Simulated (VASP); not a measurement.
# Fe2Si (I4/mmm) in VASP: single point with r2SCAN

Aim: the single point of Fe2Si with r2SCAN.

Everything below comes from runs of VASP 6.6.1. Logs are shortened: lines on timing, memory, paths and dates and some standing lists are left out, and cuts for length are marked.

### 1 The cell of the first run

It takes space group I4/mmm (No. 139, tetragonal). Conventional cell: a = 2.695 Å, b = 2.695 Å, c = 8.905 Å, α = 90.00°, β = 90.00°, γ = 90.00°. Within 3.1 Å of Fe (site symmetry 4mm) lie 5 Si at 2.38 to 3.02 Å and 9 Fe at 2.49 to 2.86 Å. Within 3.1 Å of Si (site symmetry 4/mmm) lie 10 Fe at 2.38 to 3.02 Å and 4 Si at 2.69 Å.

### 2 Single point, r2SCAN

POSCAR reads:

```
Fe2Si
1.0
   -1.3474840000      1.3474840000      4.4525680000
    1.3474840000     -1.3474840000      4.4525680000
    1.3474840000      1.3474840000     -4.4525680000
Fe Si
2 1
Direct
    0.3396320000      0.3396320000      0.0000000000
    0.6603680000      0.6603680000      0.0000000000
    0.0000000000      0.0000000000      0.0000000000
```

INCAR.step1 reads:

```
SYSTEM = Fe2Si
PREC     = Accurate       ! precision mode
ENCUT    = 520            ! plane-wave cutoff, eV
ISMEAR   = 0              ! smearing method
SIGMA    = 0.1            ! smearing width, eV
LREAL    = .FALSE.        ! projectors in reciprocal space
LASPH    = .TRUE.         ! aspherical terms in the spheres
NELM     = 100            ! most SCF steps
NBANDS   = 17             ! bands
GGA      = PE             ! functional
ALGO     = Normal         ! electronic algorithm
EDIFF    = 1E-4           ! SCF threshold, eV
LWAVE    = .TRUE.         ! write WAVECAR
LCHARG   = .FALSE.        ! write CHGCAR
```

INCAR.step2 reads:

```
SYSTEM = Fe2Si
PREC     = Accurate       ! precision mode
ENCUT    = 520            ! plane-wave cutoff, eV
EDIFF    = 1E-7           ! SCF threshold, eV
ISMEAR   = 0              ! smearing method
SIGMA    = 0.1            ! smearing width, eV
LREAL    = .FALSE.        ! projectors in reciprocal space
LASPH    = .TRUE.         ! aspherical terms in the spheres
NELM     = 100            ! most SCF steps
ALGO     = Normal         ! electronic algorithm
ISIF     = 2              ! what is computed and relaxed
LWAVE    = .FALSE.        ! write WAVECAR
LCHARG   = .TRUE.         ! write CHGCAR
METAGGA  = R2SCAN         ! meta-GGA
LMIXTAU  = .TRUE.       
LELF     = .TRUE.         ! ELF
LVHAR    = .TRUE.       
NBANDS   = 17             ! bands
ISTART   = 1
```

KPOINTS reads:

```
regular mesh
0
G
  22 22 22
  0 0 0
```

Potentials or basis: VASP PAW PBE potentials, release 64 (Fe, Si).

The run is started by

```console
> cat potpaw_PBE.64/Fe/POTCAR potpaw_PBE.64/Si/POTCAR > POTCAR
> cp INCAR.step1 INCAR
> mpirun -np 1 vasp_std > vasp.out
> cp INCAR.step2 INCAR
> mpirun -np 1 vasp_std > vasp.out
```

OUTCAR:

```text
SYSTEM = Fe2Si
   PREC = Accurate
   ENCUT = 520
   EDIFF = 1E-7
   ISMEAR = 0
   LREAL = .FALSE.
   LASPH = .TRUE.
   NELM = 100
   ISIF = 2
   METAGGA = R2SCAN
   ISTART = 1

 ion  position               nearest neighbor table
   1  0.340  0.340  0.000-   3 2.38   3 2.38   3 2.38   3 2.38   2 2.49   2 2.49   2 2.49   2 2.49
                             2 2.86   3 3.02
   2  0.660  0.660  0.000-   3 2.38   3 2.38   3 2.38   3 2.38   1 2.49   1 2.49   1 2.49   1 2.49
                             1 2.86   3 3.02
   3  0.000  0.000  0.000-   2 2.38   2 2.38   2 2.38   1 2.38   2 2.38   1 2.38   1 2.38   1 2.38
                             1 3.02   2 3.02

  LATTYP: Found a body centered tetragonal cell.
 ALAT       =     2.6949680000
 C/A-ratio  =     3.3043568606

  Lattice vectors:

 A1 = (  -1.3474840000,   1.3474840000,   4.4525680000)
 A2 = (   1.3474840000,  -1.3474840000,   4.4525680000)
 A3 = (   1.3474840000,   1.3474840000,  -4.4525680000)

Analysis of symmetry for initial positions (statically):
=====================================================================
 Subroutine PRICEL returns:
 Original cell was already a primitive cell.

 Routine SETGRP: Setting up the symmetry group for a
 body centered tetragonal supercell.

 Subroutine GETGRP returns: Found 16 space group operations
 (whereof 16 operations were pure point group operations)
 out of a pool of 16 trial point group operations.

The static configuration has the point symmetry D_4h.

Analysis of symmetry for dynamics (positions and initial velocities):
=====================================================================
 Subroutine PRICEL returns:
 Original cell was already a primitive cell.

 Routine SETGRP: Setting up the symmetry group for a
 body centered tetragonal supercell.

 Subroutine GETGRP returns: Found 16 space group operations
 (whereof 16 operations were pure point group operations)
 out of a pool of 16 trial point group operations.

The dynamic configuration has the point symmetry D_4h.

 Subroutine INISYM returns: Found 16 space group operations
 (whereof 16 operations are pure point group operations),
 and found     1 'primitive' translations

----------------------------------------------------------------------------------------

                                     Primitive cell

  volume of cell :      32.3383

  direct lattice vectors                    reciprocal lattice vectors
    -1.347484000  1.347484000  4.452568000     0.000000000  0.371061920  0.112294748
     1.347484000 -1.347484000  4.452568000     0.371061920  0.000000000  0.112294748
     1.347484000  1.347484000 -4.452568000     0.371061920  0.371061920  0.000000000

  length of vectors
     4.843220835  4.843220835  4.843220835     0.387681646  0.387681646  0.524760800

  position of ions in fractional coordinates (direct lattice)
     0.339632000  0.339632000  0.000000000
     0.660368000  0.660368000  0.000000000
     0.000000000  0.000000000  0.000000000

  ion indices of the primitive-cell ions
   primitive index   ion index
                 1           1
                 2           2
                 3           3

----------------------------------------------------------------------------------------

 KPOINTS: regular mesh

Automatic generation of k-mesh.
 Grid dimensions read from file:
 generate k-points for:   22   22   22

 Generating k-lattice:

  Cartesian coordinates                     Fractional coordinates (reciprocal lattice)
     0.000000000  0.016866451  0.005104307     0.045454545 -0.000000000  0.000000000
     0.016866451  0.000000000  0.005104307    -0.000000000  0.045454545  0.000000000
     0.016866451  0.016866451  0.000000000     0.000000000  0.000000000  0.045454545

  Length of vectors
     0.017621893  0.017621893  0.023852764

  Shift w.r.t. Gamma in fractional coordinates (k-lattice)
     0.000000000  0.000000000  0.000000000

 Subroutine IBZKPT returns following result:
 ===========================================

 Found    834 irreducible k-points:

 Following reciprocal coordinates:
            Coordinates               Weight
  0.000000  0.000000  0.000000      1.000000
  0.045455 -0.000000  0.000000      8.000000
  0.090909 -0.000000  0.000000      8.000000
  0.136364  0.000000  0.000000      8.000000
  0.181818 -0.000000  0.000000      8.000000
  0.227273 -0.000000  0.000000      8.000000
[... 16 lines left out ...]
  0.500000  0.045455  0.000000     16.000000
 -0.454545  0.045455  0.000000     16.000000
 [... further k-points ...]
   k-points           NKPTS =    834   k-points in BZ     NKDIM =    834   number of bands    NBANDS=     17
   number of dos      NEDOS =    301   number of ions     NIONS =      3
   total plane-waves  NPLWV =  46656
   dimension x,y,z NGX =    36 NGY =   36 NGZ =   36
   dimension x,y,z NGXF=    72 NGYF=   72 NGZF=   72
   ions per type =               2   1
   NGX,Y,Z   is equivalent  to a cutoff of  12.36, 12.36, 12.36 a.u.
   NGXF,Y,Z  is equivalent  to a cutoff of  24.71, 24.71, 24.71 a.u.
 SYSTEM =  Fe2Si
   PREC   = accura    normal or accurate (medium, high low for compatibility)
   ISTART =      1    job   : 0-new  1-cont  2-samecut
   ICHARG =      0    charge: 1-file 2-atom 10-const
   ISPIN  =      1    spin polarized calculation?
   LNONCOLLINEAR =      F non collinear calculations
   LSORBIT =      F    spin-orbit coupling
   LASPH  =      T    aspherical Exc in radial PAW
   ENCUT  =  520.0 eV  38.22 Ry    6.18 a.u.   9.01  9.01  9.01*2*pi/ulx,y,z
   NELM   =    100;   NELMIN=  2; NELMDL=  0     # of ELM steps
   EDIFF  = 0.1E-06   stopping-criterion for ELM
   LREAL  =      F    real-space projection
   EDIFFG = 0.1E-05   stopping-criterion for IOM
   NSW    =      0    number of steps for IOM
   IBRION =     -1    ionic relax: 0-MD 1-quasi-New 2-CG
   NFREE  =      0    steps in history (QN), initial steepest desc. (CG)
   ISIF   =      2    stress and relaxation
   ISYM   =      2    0-nonsym 1-usesym 2-fastsym
   POTIM  = 0.5000    time-step for ionic-motion
   TEBEG  =    0.0;   TEEND  =   0.0 temperature during run
   PSTRESS=    0.0 pullay stress
   NELECT =      20.0000    total number of electrons
   NUPDOWN=      -1.0000    fix difference up-down
   EMIN   =  10.00;   EMAX   =-10.00  energy-range for DOS
   EFERMI =   0.00;   METHOD = LEGACY
   ISMEAR =     0;   SIGMA  =   0.10  broadening in eV -4-tet -1-fermi 0-gaus
   EFERMI_NEDOS =   21; number of points for ismear=-14 and -15
   IALGO  =     38    algorithm
   IMIX   =      4    mixing-type and parameters
     AMIX     =   0.40;   BMIX     =  1.00
     AMIX_MAG =   1.60;   BMIX_MAG =  1.00
  volume/ion in A,a.u.               =      10.78        72.74
  Fermi-wavevector in a.u.,A,eV,Ry     =   1.394801  2.635792 26.469722  1.945470
  Thomas-Fermi vector in A             =   2.518315
   LORBIT       =      0    0 simple, 1 ext, 2 COOP (PROOUT), +10 PAW based schemes
   METAGGA = R2SCAN    functional components
   LHFCALC =     F    Hartree Fock is set to
   AEXX    =    0.0000 exact exchange contribution
   IVDW    =     0    specifies the selected vdW correction
   LEPSILON=     F    determine dielectric tensor
   LRPA    =     F    only Hartree local field effects (RPA)
 non-spin polarized calculation
 Gauss-broadening in eV      SIGMA  =   0.10
  energy-cutoff  :      520.00
  volume of cell :       32.34
 maximum number of plane-waves:       887
   NGX = 17   NGY = 17   NGZ = 17

 number of electron      20.0000002 magnetization

 Free energy of the ion-electron system (eV)
  ---------------------------------------------------
  ext. energy  EPLUGINS =         0.00000000
  ---------------------------------------------------
  free energy    TOTEN  =       -36.97826112 eV

  energy without entropy =      -36.95319591  energy(sigma->0) =      -36.96572852

 E-fermi :   8.9279     XC(G=0): -14.1702

 val. band max:        8.9275863423   @ k =  -0.0909   0.4545   0.0909
 cond. band min:       8.9280244253   @ k =  -0.3182  -0.3636   0.1364
 fundamental gap:      0.0004380829
 Fermi energy:         8.9279255181

 k-point     1 :       0.0000    0.0000    0.0000
  band No.  band energies     occupation
      1      -4.7195      2.00000
      2       2.4960      2.00000
      3       4.6528      2.00000
      4       5.6206      2.00000
      5       6.7742      2.00000
      6       7.5327      2.00000
[... 9 lines left out ...]
     16      17.1350      0.00000
     17      21.0362      0.00000

 k-point     2 :       0.0455   -0.0000    0.0000
  band No.  band energies     occupation
      1      -4.6730      2.00000
      2       2.5161      2.00000
      3       4.6793      2.00000
      4       5.6300      2.00000
      5       6.7076      2.00000
      6       7.5032      2.00000
[... 9 lines left out ...]
     16      17.8428      0.00000
     17      20.6625      0.00000

 k-point     3 :       0.0909   -0.0000    0.0000
  band No.  band energies     occupation
      1      -4.5342      2.00000
      2       2.5767      2.00000
      3       4.7527      2.00000
      4       5.6543      2.00000
      5       6.5129      2.00000
      6       7.4407      2.00000
[... 9 lines left out ...]
     16      18.4791      0.00000
     17      19.7645      0.00000

 k-point     4 :       0.1364    0.0000    0.0000
  band No.  band energies     occupation
      1      -4.3049      2.00000
      2       2.6778      2.00000
      3       4.8512      2.00000
      4       5.6743      2.00000
      5       6.2315      2.00000
      6       7.3716      2.00000
[... 9 lines left out ...]
     16      18.5427      0.00000
     17      19.0041      0.00000
[... 343 lines left out ...]
      1      -0.7113      2.00000
      2       1.4342      2.00000
      3       4.6020      2.00000
      4       5.3572      2.00000
      5       6.1693      2.00000
      6       6.8987      2.00000
[... 9 lines left out ...]
     16      18.2628      0.00000
     17      18.6343      0.00000

 k-point    23 :       0.5000    0.0455    0.0000
  band No.  band energies     occupation
      1      -0.4182      2.00000
      2       1.1159      2.00000
      3       4.8169      2.00000
      4       5.2168      2.00000
      5       6.1734      2.00000
      6       6.9064      2.00000
[... 9 lines left out ...]
     16      18.2140      0.00000
     17      18.6096      0.00000

 k-point    24 :      -0.4545    0.0455    0.0000
  band No.  band energies     occupation
      1      -0.7400      2.00000
      2       1.4416      2.00000
      3       4.7052      2.00000
      4       5.3199      2.00000
      5       6.1622      2.00000
      6       6.8796      2.00000
[... 9 lines left out ...]
     16      18.3158      0.00000
     17      18.9990      0.00000

 [... further k-points ...]

------------------------ aborting loop because EDIFF is reached ----------------------------------------

  FORCE on cell =-STRESS in cart. coord.  units (eV):
  Direction    XX          YY          ZZ          XY          YZ          ZX
  --------------------------------------------------------------------------------------
  -------------------------------------------------------------------------------------
  Total       -1.9714346     -1.9714346     -3.6737213      0.0000000     -0.0000000     -0.0000000
  in kB      -97.6731439    -97.6731439   -182.0115734      0.0000000     -0.0000000     -0.0000000
  external PRESSURE =    -125.7859537 kB  Pullay stress =       0.0000000 kB

 VOLUME and BASIS-vectors are now :
 -----------------------------------------------------------------------------
  energy-cutoff  :      520.00
  volume of cell :       32.34
      direct lattice vectors                 reciprocal lattice vectors
    -1.347484000  1.347484000  4.452568000     0.000000000  0.371061920  0.112294748
     1.347484000 -1.347484000  4.452568000     0.371061920  0.000000000  0.112294748
     1.347484000  1.347484000 -4.452568000     0.371061920  0.371061920  0.000000000

 POSITION                                       TOTAL-FORCE (eV/Angst)
 -----------------------------------------------------------------------------------
      0.00000      0.00000      3.02447         0.000000      0.000000      0.742379
      0.00000      0.00000      5.88067        -0.000000     -0.000000     -0.742379
      0.00000      0.00000      0.00000        -0.000000     -0.000000     -0.000000
 -----------------------------------------------------------------------------------
    total drift:                               -0.000000     -0.000000      0.000000

  FREE ENERGIE OF THE ION-ELECTRON SYSTEM (eV)
  ---------------------------------------------------
  free  energy   TOTEN  =       -36.9782611241 eV

  energy  without entropy=      -36.9531959140  energy(sigma->0) =      -36.96572852
```

It took 24 min on 1 thread of Intel Xeon 6975P-C (Granite Rapids), shared host; peak memory 0.58 GiB.

What came out:

```
Free energy            : -36.9783 eV
Pressure               : -12.6 GPa
Largest force          : 0.742 eV/Å
Band gap on the k mesh : zero (bands 10 and 11 overlap by 1.09 eV)
```

Forces on the atoms (eV/Å):
```
Fe   0.000  0.000  0.742
Fe   0.000  0.000 -0.742
Si   0.000  0.000  0.000
```

Caveat: the stress differs along the axes, from -18 to -10 GPa; the PAW data sets were made with another functional, which shifts forces and pressure a little; the run has no spin polarisation, though such a crystal can be magnetic.
